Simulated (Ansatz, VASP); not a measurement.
**Two plane-wave programs on ZnGaAs2**

```
Ga As Zn
1.0
     0.00000    5.58285    0.00000
     5.58285    0.00000    0.00000
     2.79143    2.79143   -5.51764
Ga As Zn
2 4 2
Direct
  0.50000 0.50000 0.00000
  0.25000 0.75000 0.50000
  0.37500 0.37131 0.75000
  0.62869 0.12500 0.25000
  0.87500 0.87869 0.75000
  0.12131 0.62500 0.25000
  0.00000 0.00000 0.00000
  0.75000 0.25000 0.50000
```

Alike in both runs: functional LDA; k mesh 4 × 4 × 4; no spin polarisation.

Ansatz relaxed the structure, and its values are those at the end. VASP's run is a single point on that final structure, the one shown.

```csv
,VASP,Ansatz
version,VASP 6.6.1,Ansatz 0.2.0
potentials or method,"VASP PAW LDA potentials, release 64 (Ga_d, As, Zn), cutoff 520 eV",PAW plane waves
occupations,"fermi-dirac, width 0.1 eV",fermi-dirac
valence electrons in the cell,70,110
```

VASP gave:

| Quantity | Value |
| --- | --- |
| gap on the k mesh at the Fermi level (eV) | none |
| pressure (GPa) | 0.4 |

What did Ansatz give for the same quantities?

gap on the k mesh at the Fermi level (eV): none; pressure (GPa): 0.0.

LDA's correlation is that of Perdew and Zunger in VASP and of Perdew and Wang (1992) in Ansatz. A gap of «none» marks a metal or a gap that the smearing closes. VASP's potentials hold 70 valence electrons a cell and Ansatz's 110, so a difference there can come from the potentials and not from the codes.
